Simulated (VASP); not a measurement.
A run of VASP 6.6.1 is set up as follows.

Contents of INCAR:

```
SYSTEM = BaO3
  PREC = Accurate
  ENCUT = 520
  EDIFF = 1E-6
  ISMEAR = 0
  SIGMA = 0.1
  LREAL = .FALSE.
  LASPH = .TRUE.
  NELM = 150
  ALGO = Normal
  ISIF = 2
  LWAVE = .FALSE.
  LCHARG = .FALSE.
  ISPIN = 2
  MAGMOM = 0 1.33 1.33 1.7
  LORBIT = 11
  GGA = PE
  NBANDS = 26
```

Contents of KPOINTS:

```
Automatic mesh
0
G
  12 12 12
  0 0 0
```

The input POSCAR:

```
BaO3
1.0
    0.0000000000      3.1505786254      3.1505786254
    3.1505786254      0.0000000000      3.1505786254
    3.1505786254      3.1505786254      0.0000000000
Ba O
1 3
Direct
    0.5000000000      0.5000000000      0.5000000000
    0.2500000000      0.2500000000      0.2500000000
    0.7500000000      0.7500000000      0.7500000000
    0.0000000000      0.0000000000      0.0000000000
```

Potentials or basis: VASP PAW PBE potentials, release 64 (Ba_sv, O).

The run is started by

```bash
$ cat potpaw_PBE.64/Ba_sv/POTCAR potpaw_PBE.64/O/POTCAR > POTCAR
$ mpirun -np 1 vasp_std > vasp.out
```

(1) What does it give for the site moments?

(2) Estimate the band gap on the k mesh.

## Answers

(1) Ba +0.02; O +1.02, +1.31 (each value once) μB.

(2) zero (filled and empty bands overlap).

Caveat: spin-orbit coupling is left out, which moves the levels of the heavy elements.
